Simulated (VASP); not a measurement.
# B3N2 (P1) in VASP: single point with PBE

Aim: the single point of B3N2 with PBE.

Program: VASP 6.6.1. These are calculated values, not measurements. Logs are shortened: lines on timing, memory, paths and dates and some standing lists are left out, and cuts for length are marked.

**1. The cell of the first run**

The typed cell holds 5 atoms: a = 2.473 Å, b = 2.473 Å, c = 12.489 Å, α = 88.35°, β = 89.24°, γ = 120.00°.

**2. Single point, PBE**

The input, INCAR:

```
SYSTEM = B3N2
  ALGO = Normal
  EDIFF = 1E-6
  ENCUT = 520
  GGA = PE
  ISIF = 2
  ISMEAR = 0
  LASPH = .True.
  LCHARG = .False.
  LREAL = .False.
  LWAVE = .False.
  NBANDS = 18
  NELM = 100
  PREC = Accurate
  SIGMA = 0.1
```

The input, KPOINTS:

```
k-points
0
Gamma
  12 12 2
  0 0 0
```

The input, POSCAR:

```
B3N2
1.0
    2.4728798985     -0.0001866574      0.0165636010
   -1.2366653540      2.1413670993      0.0362699710
    0.0814868536      0.2497045519     12.4862738986
B N
3 2
Direct
    0.1174725923      0.0642954859     -0.0026787083
    0.3011970254      0.6229211919      0.6690860812
    0.6400721659      0.3449310656      0.3322546688
    0.3067391905      0.6782666257      0.3322967100
    0.6345190259      0.2895856308      0.6690412482
```

Potentials or basis: VASP PAW PBE potentials, release 64 (B, N).

On the command line:

```console
cat potpaw_PBE.64/B/POTCAR potpaw_PBE.64/N/POTCAR > POTCAR
mpirun -np 1 vasp_std > vasp.out
```

OUTCAR:

```text
SYSTEM = B3N2
   EDIFF = 1E-6
   ENCUT = 520
   GGA = PE
   ISIF = 2
   ISMEAR = 0
   LASPH = .True.
   LREAL = .False.
   NELM = 100
   PREC = Accurate

 ion  position               nearest neighbor table
   1  0.117  0.064  0.997-
   2  0.301  0.623  0.669-   5 1.43   5 1.43   5 1.43
   3  0.640  0.345  0.332-   4 1.43   4 1.43   4 1.43
   4  0.307  0.678  0.332-   3 1.43   3 1.43   3 1.43
   5  0.635  0.290  0.669-   2 1.43   2 1.43   2 1.43

  LATTYP: Found a triclinic cell.
 ALAT       =     4.2832291487
 B/A-ratio  =     0.5773530417
 C/A-ratio  =     3.1208750190
 COS(alpha) =     0.0123375613
 COS(beta)  =     0.1899685596
 COS(gamma) =     0.8660088731

  Lattice vectors:

 A1 = (  -3.7090944430,  -2.1409937845,  -0.0693971730)
 A2 = (  -2.4728798985,   0.0001866574,  -0.0165636010)
 A3 = (  -0.0810360441,  -4.5322520931, -12.5753774416)

Analysis of symmetry for initial positions (statically):
=====================================================================
 Subroutine PRICEL returns:
 Original cell was already a primitive cell.

 Routine SETGRP: Setting up the symmetry group for a
 triclinic supercell.

 Subroutine GETGRP returns: Found  1 space group operations
 (whereof  1 operations were pure point group operations)
 out of a pool of  2 trial point group operations.

The static configuration has the point symmetry C_1 .

Analysis of symmetry for dynamics (positions and initial velocities):
=====================================================================
 Subroutine PRICEL returns:
 Original cell was already a primitive cell.

 Routine SETGRP: Setting up the symmetry group for a
 triclinic supercell.

 Subroutine GETGRP returns: Found  1 space group operations
 (whereof  1 operations were pure point group operations)
 out of a pool of  2 trial point group operations.

The dynamic configuration has the point symmetry C_1 .

 Subroutine INISYM returns: Found  1 space group operations
 (whereof  1 operations are pure point group operations),
 and found     1 'primitive' translations

----------------------------------------------------------------------------------------

                                     Primitive cell

  volume of cell :      66.0858

  direct lattice vectors                    reciprocal lattice vectors
     2.472879899 -0.000186657  0.016563601     0.404453429  0.233700606 -0.007313130
    -1.236665354  2.141367099  0.036269971     0.000097852  0.467206168 -0.009343979
     0.081486854  0.249704552 12.486273899    -0.000536810 -0.001667149  0.080124787

  length of vectors
     2.472935377  2.473076983 12.489036326     0.467174519  0.467299607  0.080143927

  position of ions in fractional coordinates (direct lattice)
     0.117472592  0.064295486  0.997321292
     0.301197025  0.622921192  0.669086081
     0.640072166  0.344931066  0.332254669
     0.306739190  0.678266626  0.332296710
     0.634519026  0.289585631  0.669041248

  ion indices of the primitive-cell ions
   primitive index   ion index
                 1           1
                 2           2
                 3           3
                 4           4
                 5           5

----------------------------------------------------------------------------------------

 KPOINTS: k-points

Automatic generation of k-mesh.
 Grid dimensions read from file:
 generate k-points for:   12   12    2

 Generating k-lattice:

  Cartesian coordinates                     Fractional coordinates (reciprocal lattice)
     0.033704452  0.019475051 -0.000609427     0.083333333 -0.000000000  0.000000000
     0.000008154  0.038933847 -0.000778665     0.000000000  0.083333333  0.000000000
    -0.000268405 -0.000833574  0.040062394     0.000000000  0.000000000  0.500000000

  Length of vectors
     0.038931210  0.038941634  0.040071964

  Shift w.r.t. Gamma in fractional coordinates (k-lattice)
     0.000000000  0.000000000  0.000000000

 Subroutine IBZKPT returns following result:
 ===========================================

 Found    148 irreducible k-points:

 Following reciprocal coordinates:
            Coordinates               Weight
  0.000000  0.000000  0.000000      1.000000
  0.083333  0.000000  0.000000      2.000000
  0.166667  0.000000  0.000000      2.000000
  0.250000  0.000000  0.000000      2.000000
  0.333333 -0.000000  0.000000      2.000000
  0.416667 -0.000000 -0.000000      2.000000
[... 16 lines left out ...]
  0.250000  0.166667 -0.000000      2.000000
  0.333333  0.166667  0.000000      2.000000
 [... further k-points ...]
   k-points           NKPTS =    148   k-points in BZ     NKDIM =    148   number of bands    NBANDS=     18
   number of dos      NEDOS =    301   number of ions     NIONS =      5
   total plane-waves  NPLWV =  31104
   dimension x,y,z NGX =    18 NGY =   18 NGZ =   96
   dimension x,y,z NGXF=    36 NGYF=   36 NGZF=  192
   ions per type =               3   2
   NGX,Y,Z   is equivalent  to a cutoff of  12.10, 12.10, 12.78 a.u.
   NGXF,Y,Z  is equivalent  to a cutoff of  24.20, 24.20, 25.56 a.u.
 SYSTEM =  B3N2
   PREC   = accura    normal or accurate (medium, high low for compatibility)
   ISTART =      0    job   : 0-new  1-cont  2-samecut
   ICHARG =      2    charge: 1-file 2-atom 10-const
   ISPIN  =      1    spin polarized calculation?
   LNONCOLLINEAR =      F non collinear calculations
   LSORBIT =      F    spin-orbit coupling
   LASPH  =      T    aspherical Exc in radial PAW
   ENCUT  =  520.0 eV  38.22 Ry    6.18 a.u.   4.60  4.60 23.22*2*pi/ulx,y,z
   NELM   =    100;   NELMIN=  2; NELMDL= -5     # of ELM steps
   EDIFF  = 0.1E-05   stopping-criterion for ELM
   LREAL  =      F    real-space projection
   EDIFFG = 0.1E-04   stopping-criterion for IOM
   NSW    =      0    number of steps for IOM
   IBRION =     -1    ionic relax: 0-MD 1-quasi-New 2-CG
   NFREE  =      0    steps in history (QN), initial steepest desc. (CG)
   ISIF   =      2    stress and relaxation
   ISYM   =      2    0-nonsym 1-usesym 2-fastsym
   POTIM  = 0.5000    time-step for ionic-motion
   TEBEG  =    0.0;   TEEND  =   0.0 temperature during run
   PSTRESS=    0.0 pullay stress
   NELECT =      19.0000    total number of electrons
   NUPDOWN=      -1.0000    fix difference up-down
   EMIN   =  10.00;   EMAX   =-10.00  energy-range for DOS
   EFERMI =   0.00;   METHOD = LEGACY
   ISMEAR =     0;   SIGMA  =   0.10  broadening in eV -4-tet -1-fermi 0-gaus
   EFERMI_NEDOS =   21; number of points for ismear=-14 and -15
   IALGO  =     38    algorithm
   IMIX   =      4    mixing-type and parameters
     AMIX     =   0.40;   BMIX     =  1.00
     AMIX_MAG =   1.60;   BMIX_MAG =  1.00
  volume/ion in A,a.u.               =      13.22        89.19
  Fermi-wavevector in a.u.,A,eV,Ry     =   1.080496  2.041842 15.884422  1.167472
  Thomas-Fermi vector in A             =   2.216489
   LORBIT       =      0    0 simple, 1 ext, 2 COOP (PROOUT), +10 PAW based schemes
   GGA     = PE    functional components
   LHFCALC =     F    Hartree Fock is set to
   AEXX    =    0.0000 exact exchange contribution
   IVDW    =     0    specifies the selected vdW correction
   LEPSILON=     F    determine dielectric tensor
   LRPA    =     F    only Hartree local field effects (RPA)
 non-spin polarized calculation
 Gauss-broadening in eV      SIGMA  =   0.10
  energy-cutoff  :      520.00
  volume of cell :       66.09
 maximum number of plane-waves:      1809
   NGX =  9   NGY =  9   NGZ = 47

 number of electron      19.0000001 magnetization

 Free energy of the ion-electron system (eV)
  ---------------------------------------------------
  ext. energy  EPLUGINS =         0.00000000
  ---------------------------------------------------
  free energy    TOTEN  =       -38.40295751 eV

  energy without entropy =      -38.39919707  energy(sigma->0) =      -38.40107729

 E-fermi :   0.5490     XC(G=0):  -8.2558

 val. band max:        0.4588901793   @ k =  -0.2500   0.1667   0.0000
 cond. band min:       0.8122080941   @ k =  -0.2500   0.2500   0.5000
 fundamental gap:      0.3533179149
 Fermi energy:         0.5489778990

 k-point     1 :       0.0000    0.0000    0.0000
  band No.  band energies     occupation
      1     -17.7916      2.00000
      2     -17.7709      2.00000
      3      -8.3309      2.00000
      4      -5.4663      2.00000
      5      -5.2112      2.00000
      6      -1.1873      2.00000
[... 10 lines left out ...]
     17      12.0190      0.00000
     18      12.0262      0.00000

 k-point     2 :       0.0833    0.0000    0.0000
  band No.  band energies     occupation
      1     -17.6542      2.00000
      2     -17.6338      2.00000
      3      -8.1454      2.00000
      4      -5.2796      2.00000
      5      -5.0272      2.00000
      6      -1.7545      2.00000
[... 10 lines left out ...]
     17      11.9201      0.00000
     18      12.1668      0.00000

 k-point     3 :       0.1667    0.0000    0.0000
  band No.  band energies     occupation
      1     -17.2490      2.00000
      2     -17.2295      2.00000
      3      -7.5901      2.00000
      4      -4.7277      2.00000
      5      -4.4837      2.00000
      6      -3.1916      2.00000
[... 10 lines left out ...]
     17      11.6613      0.00000
     18      11.8676      0.00000

 k-point     4 :       0.2500    0.0000    0.0000
  band No.  band energies     occupation
      1     -16.6029      2.00000
      2     -16.5851      2.00000
      3      -6.6687      2.00000
      4      -5.0192      2.00000
      5      -5.0098      2.00000
      6      -3.8389      2.00000
[... 10 lines left out ...]
     17      11.1095      0.00000
     18      11.5486      0.00000

 k-point     5 :       0.3333   -0.0000    0.0000
  band No.  band energies     occupation
      1     -15.7845      2.00000
      2     -15.7691      2.00000
      3      -6.8463      2.00000
      4      -6.8368      2.00000
      5      -5.3884      2.00000
      6      -3.5131      2.00000
[... 10 lines left out ...]
     17      11.1444      0.00000
     18      11.4906      0.00000

 k-point     6 :       0.4167   -0.0000   -0.0000
  band No.  band energies     occupation
      1     -14.9735      2.00000
      2     -14.9613      2.00000
      3      -8.3172      2.00000
      4      -8.3076      2.00000
      5      -3.9377      2.00000
      6      -3.9278      2.00000
[... 10 lines left out ...]
     17      11.1711      0.00000
     18      11.5198      0.00000

 k-point     7 :       0.5000    0.0000    0.0000
  band No.  band energies     occupation
      1     -14.5872      2.00000
      2     -14.5776      2.00000
      3      -8.9309      2.00000
      4      -8.9215      2.00000
      5      -4.0845      2.00000
      6      -4.0746      2.00000
[... 10 lines left out ...]
     17      10.7692      0.00000
     18      12.6658      0.00000

 k-point     8 :      -0.0000    0.0833    0.0000
  band No.  band energies     occupation
      1     -17.6542      2.00000
      2     -17.6338      2.00000
      3      -8.1455      2.00000
      4      -5.2797      2.00000
      5      -5.0271      2.00000
      6      -1.7556      2.00000
[... 10 lines left out ...]
     17      12.1632      0.00000
     18      12.6229      0.00000
[... 229 lines left out ...]
     17      11.9441      0.00000
     18      12.1664      0.00000

 k-point    20 :      -0.0000    0.1667   -0.0000
  band No.  band energies     occupation
      1     -17.2490      2.00000
      2     -17.2296      2.00000
      3      -7.5901      2.00000
      4      -4.7280      2.00000
      5      -4.4836      2.00000
      6      -3.1927      2.00000
[... 10 lines left out ...]
     17      11.6631      0.00000
     18      11.8686      0.00000

 k-point    21 :       0.0833    0.1667   -0.0000
  band No.  band energies     occupation
      1     -16.8558      2.00000
      2     -16.8373      2.00000
      3      -7.0365      2.00000
      4      -4.2195      2.00000
      5      -4.2030      2.00000
      6      -4.1738      2.00000
[... 10 lines left out ...]
     17      11.5313      0.00000
     18      12.0342      0.00000

 k-point    22 :       0.1667    0.1667    0.0000
  band No.  band energies     occupation
      1     -16.2318      2.00000
      2     -16.2150      2.00000
      3      -6.1181      2.00000
      4      -5.4506      2.00000
      5      -5.4410      2.00000
      6      -3.8537      2.00000
[... 10 lines left out ...]
     17      11.1831      0.00000
     18      12.8566      0.00000

 k-point    23 :       0.2500    0.1667   -0.0000
  band No.  band energies     occupation
      1     -15.4490      2.00000
      2     -15.4344      2.00000
      3      -6.8495      2.00000
      4      -6.8400      2.00000
      5      -4.8416      2.00000
      6      -4.7401      2.00000
[... 10 lines left out ...]
     17      11.7317      0.00000
     18      13.0499      0.00000

 k-point    24 :       0.3333    0.1667    0.0000
  band No.  band energies     occupation
      1     -14.6865      2.00000
      2     -14.6748      2.00000
      3      -8.0877      2.00000
      4      -8.0782      2.00000
      5      -5.2715      2.00000
      6      -5.2616      2.00000
[... 10 lines left out ...]
     17      12.5158      0.00000
     18      12.9843      0.00000

 [... further k-points ...]

------------------------ aborting loop because EDIFF is reached ----------------------------------------

  FORCE on cell =-STRESS in cart. coord.  units (eV):
  Direction    XX          YY          ZZ          XY          YZ          ZX
  --------------------------------------------------------------------------------------
  -------------------------------------------------------------------------------------
  Total       -0.0199884     -0.0261794     -0.0269445      0.0032076      0.0016187      0.0004107
  in kB       -0.4845966     -0.6346914     -0.6532390      0.0777651      0.0392424      0.0099558
  external PRESSURE =      -0.5908423 kB  Pullay stress =       0.0000000 kB

 VOLUME and BASIS-vectors are now :
 -----------------------------------------------------------------------------
  energy-cutoff  :      520.00
  volume of cell :       66.09
      direct lattice vectors                 reciprocal lattice vectors
     2.472879899 -0.000186657  0.016563601     0.404453429  0.233700606 -0.007313130
    -1.236665354  2.141367099  0.036269971     0.000097852  0.467206168 -0.009343979
     0.081486854  0.249704552 12.486273899    -0.000536810 -0.001667149  0.080124787

 POSITION                                       TOTAL-FORCE (eV/Angst)
 -----------------------------------------------------------------------------------
      0.29225      0.38669     12.45710         0.001145      0.000219      0.000669
      0.02900      1.50092      8.38197        -0.000721     -0.000288     -0.000100
      1.18333      0.82147      4.17174        -0.000148      0.000409     -0.000617
     -0.05318      1.53534      4.17883         0.000016      0.000021      0.000146
      1.26549      0.78705      8.37485        -0.000293     -0.000360     -0.000099
 -----------------------------------------------------------------------------------
    total drift:                               -0.000084     -0.000002     -0.000054

  FREE ENERGIE OF THE ION-ELECTRON SYSTEM (eV)
  ---------------------------------------------------
  free  energy   TOTEN  =       -38.4029575063 eV

  energy  without entropy=      -38.3991970652  energy(sigma->0) =      -38.40107729
```

Wall time 78 s (1 thread of Intel Xeon 6975P-C (Granite Rapids), shared host); peak memory 0.27 GiB.

What came out:

- Free energy: -38.4030 eV
- Pressure: -0.1 GPa
- Band gap on the k mesh: zero (an odd number of electrons rules out a gap without spin polarisation)

Caveat: an odd number of electrons without spin polarisation forces a metal; a magnetic or distorted state may lie lower.

The gap in the log of VASP goes by the Fermi energy; the results here count the filled bands.